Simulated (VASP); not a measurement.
The system is MgS.

```
Mg S
1.0
     0.00000    2.83087    2.83087
     2.83087    0.00000    2.83087
     2.83087    2.83087    0.00000
Mg S
1 1
Direct
  0.00000 0.00000 0.00000
  0.75000 0.75000 0.75000
```

Base run:

| Item | Value |
| --- | --- |
| Program | VASP 6.6.1 |
| Functional | HSE06 |
| Potentials or basis | VASP PAW PBE potentials, release 64 (Mg, S) |
| Cutoff | 520 eV |
| k mesh | 6 × 6 × 6 |
| Occupations | gaussian, width 0.01 eV |
| Spin | no spin polarisation |

Its results: band gap on the k mesh 4.51 eV; pressure -0.1 GPa.

The run is repeated on the same cell with these changes: functional from HSE06 to PBE0. What comes out?

Band gap on the k mesh 5.21 eV; pressure -0.2 GPa.

Caveats: the PAW data sets were made with another functional, which shifts forces and pressure a little.

A k mesh can miss the band edges.
